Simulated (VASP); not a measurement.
Crystal: Te.

```
Te
1.0
     2.21417    1.27835    4.10592
    -2.21417    1.27835    4.10592
     0.00000   -2.55671    4.10592
Te
2
Direct
  0.22754 0.22754 0.22754
  0.77246 0.77246 0.77246
```

* Program: VASP 6.6.1
* Task: relaxation of cell and atoms
* Functional: PBE
* Potentials or basis: VASP PAW PBE potentials, release 64 (Te)
* Cutoff: 600 eV
* k mesh: 6 × 6 × 6
* Occupations: gaussian, width 0.1 eV
* Spin: no spin polarisation

At the start: pressure 2.4 GPa; volume 34.87 Å³/atom.

Where does the relaxation end?

Over 11 steps the energy falls by 304.6 meV/atom and the volume is 32.72 Å³/atom (-6.1 %); space group R-3m (No. 166, to 0.05 Å).

The path:
| step | energy change (eV) | largest force (eV/Å) | pressure (GPa) | volume (Å³) |
| --- | --- | --- | --- | --- |
| 1 | 0.0000 | 1.5646 | 2.41 | 69.73 |
| 2 | -0.2390 | 0.8573 | -2.84 | 75.07 |
| 3 | -0.2519 | 0.6564 | -3.83 | 76.58 |
| 4 | -0.4718 | 0.4993 | -3.11 | 71.78 |
| 5 | -0.6043 | 0.0043 | 0.03 | 65.14 |
| 6 | -0.6052 | 0.0486 | -0.34 | 65.67 |
| 7 | -0.6051 | 0.0273 | -0.19 | 65.45 |
| 8 | -0.6071 | 0.0262 | 0.10 | 65.13 |
| 9 | -0.6078 | 0.0249 | 0.39 | 64.81 |
| 10 | -0.6090 | 0.0167 | 0.15 | 65.16 |
| 11 | -0.6093 | 0.0097 | -0.06 | 65.45 |

Final structure:
```
Te
1.0
     2.30212    1.32913    3.56491
    -2.30212    1.32913    3.56491
     0.00000   -2.65826    3.56491
Te
2
Cartesian
  0.0000 0.0000 2.6724
  0.0000 0.0000 8.0224
```
